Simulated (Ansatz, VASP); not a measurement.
# CdTe: VASP beside Ansatz

```
Cd Te
1.0
     0.00000    3.27990    3.27990
     3.27990    0.00000    3.27990
     3.27990    3.27990    0.00000
Cd Te
1 1
Direct
  0.00000 0.00000 0.00000
  0.25000 0.25000 0.25000
```

Alike in both runs: task single point; functional HSE06; k mesh 4 × 4 × 4; occupations methfessel-paxton of order 1, width 0.2 eV; no spin polarisation.

|  | VASP | Ansatz |
| --- | --- | --- |
| version | VASP 6.6.1 | Ansatz 0.2.0 |
| potentials or method | VASP PAW PBE potentials, release 64 (Cd, Te) | plane waves |
| plane-wave cutoff (eV) | 520 | 420 |
| valence electrons in the cell | 18 | 36 |

```tsv
	VASP	Ansatz	Ansatz less VASP
pressure (GPa)	0.2	0.2	-0.01
```

VASP's potentials hold 18 valence electrons a cell and Ansatz's 36, so a difference there can come from the potentials and not from the codes. Ansatz's warnings: stress exchange threshold loose, stress scf threshold loose.

Spin-orbit coupling is off throughout.
